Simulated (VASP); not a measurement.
# AlP5 (P6/mmm) in VASP: relaxation of cell and atoms with PBE

Aim: the relaxation of cell and atoms of AlP5 with PBE.

Everything below comes from runs of VASP 6.6.1. Logs are shortened: lines on timing, memory, paths and dates and some standing lists are left out, and cuts for length are marked.

## Step 1: The cell of the first run

Symmetry: P6/mmm, No. 191, hexagonal system. The conventional cell has a = 7.982 Å, b = 7.982 Å, c = 2.357 Å, α = 90.00°, β = 90.00°, γ = 120.00°. Al (site symmetry 6/mmm) has 2 Al at 2.36 Å within 3.1 Å. P (site symmetry mmm) has 4 P at 2.30 to 2.36 Å within 3.0 Å. Within 3.0 Å of P (site symmetry -6m2) lie 5 P at 2.30 to 2.36 Å.

## Step 2: Relaxation of cell and atoms, PBE

Input file INCAR:

```
ALGO = Normal ; EDIFF = 1E-6
EDIFFG = -0.01 ; ENCUT = 600
GGA = PE ; IBRION = 2
ISIF = 3 ; ISMEAR = 0
LASPH = True ; LCHARG = False
LREAL = False ; LWAVE = False
NELM = 80 ; NSW = 100
PREC = Accurate ; SIGMA = 0.1
```

Input file KPOINTS:

```
k-points
0
Gamma
  6 6 16
```

Input file POSCAR:

```
AlP5
1.0
    7.9816255084      0.0000000000      0.0000000000
   -3.9908127542      6.9122904538      0.0000000000
    0.0000000000      0.0000000000      2.3570556750
Al P
1 5
Direct
    0.0000000000      0.0000000000      0.5000000000
    0.5000000000      0.0000000000      0.5000000000
    0.0000000000      0.5000000000      0.5000000000
    0.5000000000      0.5000000000      0.5000000000
    0.3333333333      0.6666666667      0.5000000000
    0.6666666667      0.3333333333      0.5000000000
```

Potentials or basis: VASP PAW PBE potentials, release 64 (Al, P).

Command:

```
$ cat potpaw_PBE.64/Al/POTCAR potpaw_PBE.64/P/POTCAR > POTCAR
$ mpirun -np 1 vasp_std > vasp.out
```

OUTCAR:

```text
EDIFF = 1E-6
   EDIFFG = -0.01
   ENCUT = 600
   GGA = PE
   IBRION = 2
   ISIF = 3
   ISMEAR = 0
   LASPH = True
   LREAL = False
   NELM = 80
   NSW = 100
   PREC = Accurate

 ion  position               nearest neighbor table
   1  0.000  0.000  0.500-
   2  0.500  0.000  0.500-   5 2.30   6 2.30
   3  0.000  0.500  0.500-   5 2.30   6 2.30
   4  0.500  0.500  0.500-   5 2.30   6 2.30
   5  0.333  0.667  0.500-   3 2.30   2 2.30   4 2.30
   6  0.667  0.333  0.500-   3 2.30   2 2.30   4 2.30

  LATTYP: Found a hexagonal cell.
 ALAT       =     7.9816255084
 C/A-ratio  =     0.2953102313

  Lattice vectors:

 A1 = (   7.9816255084,   0.0000000000,   0.0000000000)
 A2 = (  -3.9908127542,   6.9122904538,   0.0000000000)
 A3 = (   0.0000000000,   0.0000000000,   2.3570556750)

Analysis of symmetry for initial positions (statically):
=====================================================================
 Subroutine PRICEL returns:
 Original cell was already a primitive cell.

 Routine SETGRP: Setting up the symmetry group for a
 hexagonal supercell.

 Subroutine GETGRP returns: Found 24 space group operations
 (whereof 24 operations were pure point group operations)
 out of a pool of 24 trial point group operations.

The static configuration has the point symmetry D_6h.

Analysis of symmetry for dynamics (positions and initial velocities):
=====================================================================
 Subroutine PRICEL returns:
 Original cell was already a primitive cell.

 Routine SETGRP: Setting up the symmetry group for a
 hexagonal supercell.

 Subroutine GETGRP returns: Found 24 space group operations
 (whereof 24 operations were pure point group operations)
 out of a pool of 24 trial point group operations.

The dynamic configuration has the point symmetry D_6h.

 Subroutine INISYM returns: Found 24 space group operations
 (whereof 24 operations are pure point group operations),
 and found     1 'primitive' translations

----------------------------------------------------------------------------------------

                                     Primitive cell

  volume of cell :     130.0419

  direct lattice vectors                    reciprocal lattice vectors
     7.981625508  0.000000000  0.000000000     0.125287762  0.072334923  0.000000000
    -3.990812754  6.912290454  0.000000000     0.000000000  0.144669847  0.000000000
     0.000000000  0.000000000  2.357055675     0.000000000  0.000000000  0.424258116

  length of vectors
     7.981625508  7.981625508  2.357055675     0.144669847  0.144669847  0.424258116

  position of ions in fractional coordinates (direct lattice)
     0.000000000  0.000000000  0.500000000
     0.500000000  0.000000000  0.500000000
     0.000000000  0.500000000  0.500000000
     0.500000000  0.500000000  0.500000000
     0.333333333  0.666666667  0.500000000
     0.666666667  0.333333333  0.500000000

  ion indices of the primitive-cell ions
   primitive index   ion index
                 1           1
                 2           2
                 3           3
                 4           4
                 5           5
                 6           6

----------------------------------------------------------------------------------------

 KPOINTS: k-points

Automatic generation of k-mesh.
 Grid dimensions read from file:
 generate k-points for:    6    6   16

 Generating k-lattice:

  Cartesian coordinates                     Fractional coordinates (reciprocal lattice)
     0.020881294  0.012055821  0.000000000     0.166666667  0.000000000  0.000000000
     0.000000000  0.024111641  0.000000000     0.000000000  0.166666667  0.000000000
     0.000000000  0.000000000  0.026516132     0.000000000  0.000000000  0.062500000

  Length of vectors
     0.024111641  0.024111641  0.026516132

  Shift w.r.t. Gamma in fractional coordinates (k-lattice)
     0.000000000  0.000000000  0.000000000

 Subroutine IBZKPT returns following result:
 ===========================================

 Found     63 irreducible k-points:

 Following reciprocal coordinates:
            Coordinates               Weight
  0.000000  0.000000  0.000000      1.000000
  0.166667 -0.000000  0.000000      6.000000
  0.333333 -0.000000  0.000000      6.000000
  0.500000 -0.000000  0.000000      3.000000
  0.166667  0.166667  0.000000      6.000000
  0.333333  0.166667  0.000000     12.000000
[... 16 lines left out ...]
  0.166667 -0.000000  0.187500     12.000000
  0.333333 -0.000000  0.187500     12.000000
 [... further k-points ...]
   k-points           NKPTS =     63   k-points in BZ     NKDIM =     63   number of bands    NBANDS=     18
   number of dos      NEDOS =    301   number of ions     NIONS =      6
   total plane-waves  NPLWV =  81920
   dimension x,y,z NGX =    64 NGY =   64 NGZ =   20
   dimension x,y,z NGXF=   128 NGYF=  128 NGZF=   40
   ions per type =               1   5
   NGX,Y,Z   is equivalent  to a cutoff of  13.33, 13.33, 14.11 a.u.
   NGXF,Y,Z  is equivalent  to a cutoff of  26.66, 26.66, 28.21 a.u.
 SYSTEM =  unknown system
   PREC   = accura    normal or accurate (medium, high low for compatibility)
   ISTART =      0    job   : 0-new  1-cont  2-samecut
   ICHARG =      2    charge: 1-file 2-atom 10-const
   ISPIN  =      1    spin polarized calculation?
   LNONCOLLINEAR =      F non collinear calculations
   LSORBIT =      F    spin-orbit coupling
   LASPH  =      T    aspherical Exc in radial PAW
   ENCUT  =  600.0 eV  44.10 Ry    6.64 a.u.  15.94 15.94  4.71*2*pi/ulx,y,z
   NELM   =     80;   NELMIN=  2; NELMDL= -5     # of ELM steps
   EDIFF  = 0.1E-05   stopping-criterion for ELM
   LREAL  =      F    real-space projection
   EDIFFG = -.1E-01   stopping-criterion for IOM
   NSW    =    100    number of steps for IOM
   IBRION =      2    ionic relax: 0-MD 1-quasi-New 2-CG
   NFREE  =      1    steps in history (QN), initial steepest desc. (CG)
   ISIF   =      3    stress and relaxation
   ISYM   =      2    0-nonsym 1-usesym 2-fastsym
   POTIM  = 0.5000    time-step for ionic-motion
   TEBEG  =    0.0;   TEEND  =   0.0 temperature during run
   PSTRESS=    0.0 pullay stress
   NELECT =      28.0000    total number of electrons
   NUPDOWN=      -1.0000    fix difference up-down
   EMIN   =  10.00;   EMAX   =-10.00  energy-range for DOS
   EFERMI =   0.00;   METHOD = LEGACY
   ISMEAR =     0;   SIGMA  =   0.10  broadening in eV -4-tet -1-fermi 0-gaus
   EFERMI_NEDOS =   21; number of points for ismear=-14 and -15
   IALGO  =     38    algorithm
   IMIX   =      4    mixing-type and parameters
     AMIX     =   0.40;   BMIX     =  1.00
     AMIX_MAG =   1.60;   BMIX_MAG =  1.00
  volume/ion in A,a.u.               =      21.67       146.26
  Fermi-wavevector in a.u.,A,eV,Ry     =   0.981220  1.854237 13.099593  0.962793
  Thomas-Fermi vector in A             =   2.112210
   LORBIT       =      0    0 simple, 1 ext, 2 COOP (PROOUT), +10 PAW based schemes
   GGA     = PE    functional components
   LHFCALC =     F    Hartree Fock is set to
   AEXX    =    0.0000 exact exchange contribution
   IVDW    =     0    specifies the selected vdW correction
   LEPSILON=     F    determine dielectric tensor
   LRPA    =     F    only Hartree local field effects (RPA)
 conjugate gradient relaxation of ions
 non-spin polarized calculation
 Gauss-broadening in eV      SIGMA  =   0.10
  energy-cutoff  :      600.00
  volume of cell :      130.04
 maximum number of plane-waves:      4389
 NGX is ok and might be reduce to    64
   NGX = 31   NGY = 31   NGZ =  9

--------------------------------------- Ionic step        1  -------------------------------------------

 number of electron      28.0000000 magnetization

 Free energy of the ion-electron system (eV)
  ---------------------------------------------------
  ext. energy  EPLUGINS =         0.00000000
  ---------------------------------------------------
  free energy    TOTEN  =       -27.57786691 eV

  energy without entropy =      -27.56109489  energy(sigma->0) =      -27.56948090

------------------------ aborting loop because EDIFF is reached ----------------------------------------

  FORCE on cell =-STRESS in cart. coord.  units (eV):
  Direction    XX          YY          ZZ          XY          YZ          ZX
  --------------------------------------------------------------------------------------
  -------------------------------------------------------------------------------------
  Total       -0.7258745     -0.7258745      1.7045028      0.0000000      0.0000000      0.0000000
  in kB       -8.9431178     -8.9431178     21.0002829      0.0000000      0.0000000      0.0000000
  external PRESSURE =       1.0380158 kB  Pullay stress =       0.0000000 kB

 VOLUME and BASIS-vectors are now :
 -----------------------------------------------------------------------------
  energy-cutoff  :      600.00
  volume of cell :      130.04
      direct lattice vectors                 reciprocal lattice vectors
     7.981625508  0.000000000  0.000000000     0.125287762  0.072334923  0.000000000
    -3.990812754  6.912290454  0.000000000     0.000000000  0.144669847  0.000000000
     0.000000000  0.000000000  2.357055675     0.000000000  0.000000000  0.424258116
[... 81 lines left out ...]
 POSITION                                       TOTAL-FORCE (eV/Angst)
 -----------------------------------------------------------------------------------
      0.00000      0.00000      1.19417        -0.000000      0.000000      0.000000
      3.96826      0.00000      1.19417        -0.000000      0.000000      0.000000
     -1.98413      3.43661      1.19417        -0.000000      0.000000      0.000000
      1.98413      3.43661      1.19417        -0.000000      0.000000      0.000000
     -0.00000      4.58215      1.19417         0.000000      0.000000      0.000000
      3.96826      2.29108      1.19417         0.000000      0.000000     -0.000000
 -----------------------------------------------------------------------------------
    total drift:                               -0.000000      0.000000      0.000000

  FREE ENERGIE OF THE ION-ELECTRON SYSTEM (eV)
  ---------------------------------------------------
  free  energy   TOTEN  =       -27.5935421139 eV

  energy  without entropy=      -27.5788682418  energy(sigma->0) =      -27.58620518

--------------------------------------- Ionic step        4  -------------------------------------------

 number of electron      27.9999999 magnetization

 Free energy of the ion-electron system (eV)
  ---------------------------------------------------
  ext. energy  EPLUGINS =         0.00000000
  ---------------------------------------------------
  free energy    TOTEN  =       -27.59492579 eV

  energy without entropy =      -27.58064748  energy(sigma->0) =      -27.58778664

 E-fermi :   5.0678     XC(G=0):  -9.1267

 val. band max:        5.0665438151   @ k =   0.1667   0.1667   0.4375
 cond. band min:       5.0793551424   @ k =   0.3333   0.3333   0.5000
 fundamental gap:      0.0128113273
 Fermi energy:         5.0677941493

 k-point     1 :       0.0000    0.0000    0.0000
  band No.  band energies     occupation
      1     -10.5214      2.00000
      2      -8.8956      2.00000
      3      -7.8944      2.00000
      4      -7.8944      2.00000
      5      -3.3453      2.00000
      6      -2.2659      2.00000
[... 10 lines left out ...]
     17       8.6028      0.00000
     18       8.6028      0.00000
[... 463 lines left out ...]
 k-point    24 :       0.3333   -0.0000    0.1875
  band No.  band energies     occupation
      1      -9.4854      2.00000
      2      -8.7130      2.00000
      3      -7.0578      2.00000
      4      -6.0771      2.00000
      5      -3.9601      2.00000
      6      -1.4329      2.00000
[... 10 lines left out ...]
     17       6.3723      0.00000
     18       7.8851      0.00000

 [... further k-points ...]
[... 5 lines left out ...]
  --------------------------------------------------------------------------------------
  -------------------------------------------------------------------------------------
  Total        0.0237609      0.0237609     -0.0096320     -0.0000000     -0.0000000      0.0000000
  in kB        0.2945860      0.2945860     -0.1194170     -0.0000000     -0.0000000      0.0000000
  external PRESSURE =       0.1565850 kB  Pullay stress =       0.0000000 kB

 VOLUME and BASIS-vectors are now :
 -----------------------------------------------------------------------------
  energy-cutoff  :      600.00
  volume of cell :      129.23
      direct lattice vectors                 reciprocal lattice vectors
     7.909260895  0.000000000  0.000000000     0.126434064  0.072996741  0.000000000
    -3.954630448  6.849620861 -0.000000000     0.000000000  0.145993482  0.000000000
    -0.000000000  0.000000000  2.385385383    -0.000000000  0.000000000  0.419219472

 POSITION                                       TOTAL-FORCE (eV/Angst)
 -----------------------------------------------------------------------------------
      7.90926      0.00000      1.19269        -0.000000      0.000000     -0.000000
      3.95463      0.00000      1.19269        -0.000000      0.000000     -0.000000
      5.93195      3.42481      1.19269        -0.000000      0.000000     -0.000000
      1.97732      3.42481      1.19269        -0.000000      0.000000     -0.000000
     -0.00000      4.56641      1.19269         0.000000      0.000000      0.000000
      3.95463      2.28321      1.19269        -0.000000      0.000000     -0.000000
 -----------------------------------------------------------------------------------
    total drift:                                0.000000     -0.000000      0.000000

  FREE ENERGIE OF THE ION-ELECTRON SYSTEM (eV)
  ---------------------------------------------------
  free  energy   TOTEN  =       -27.5949257928 eV

  energy  without entropy=      -27.5806474809  energy(sigma->0) =      -27.58778664

 reached required accuracy - stopping structural energy minimisation
```

Run time: 3.5 min. Hardware: 1 thread of Intel Xeon Platinum 8488C (Sapphire Rapids), shared host; peak memory 0.38 GiB.

Results:

| Quantity | Value |
| --- | --- |
| Free energy | -27.5949 eV |
| Relaxed volume | 21.54 Å³/atom |
| Relaxed cell | a = 7.909 Å, b = 7.909 Å, c = 2.385 Å, α = 90.00°, β = 90.00°, γ = 120.00° |
| Space group after relaxing (to 0.05 Å) | P6/mmm (No. 191) |
| Energy gained by relaxing | 2.8 meV/atom |
| Ionic steps | 4 |
| Pressure after relaxing | 0.0 GPa |
| Band gap on the k mesh | zero (band 14 reaches 6.00 eV, above the bottom of band 15 at 4.25 eV) |

The path:
```csv
step,energy change (eV),largest force (eV/Å),pressure (GPa),volume (Å³)
1,0.0000,0.0000,0.10,130.04
2,-0.0157,0.0000,-0.44,130.29
3,-0.0157,0.0000,-0.43,130.28
4,-0.0171,0.0000,0.02,129.23
```

Final structure:
```cif
data_structure
_symmetry_space_group_name_H-M 'P 1'
_symmetry_Int_Tables_number 1
_cell_length_a 7.9093
_cell_length_b 7.9093
_cell_length_c 2.3854
_cell_angle_alpha 90.000
_cell_angle_beta 90.000
_cell_angle_gamma 120.000
_cell_volume 129.23
loop_
_atom_site_label
_atom_site_type_symbol
_atom_site_fract_x
_atom_site_fract_y
_atom_site_fract_z
_atom_site_occupancy
Al1 Al 0.00000 0.00000 0.50000 1
P1 P 0.50000 0.00000 0.50000 1
P2 P 0.00000 0.50000 0.50000 1
P3 P 0.50000 0.50000 0.50000 1
P4 P 0.33333 0.66667 0.50000 1
P5 P 0.66667 0.33333 0.50000 1
```

Levels at points of the mesh, in eV from the Fermi level:
```csv
k point,band 12,band 13,band 14,band 15,band 16,band 17
"(0.00, 0.00, 0.00)",-1.69,-1.69,0.57,0.57,0.97,3.54
"(0.50, 0.00, 0.00)",-2.01,-0.67,-0.67,0.79,2.08,3.25
"(0.00, 0.00, 0.50)",-2.29,-1.45,0.48,0.48,0.86,1.73
"(0.50, 0.00, 0.50)",-1.51,-0.49,-0.20,0.23,0.93,1.23
```
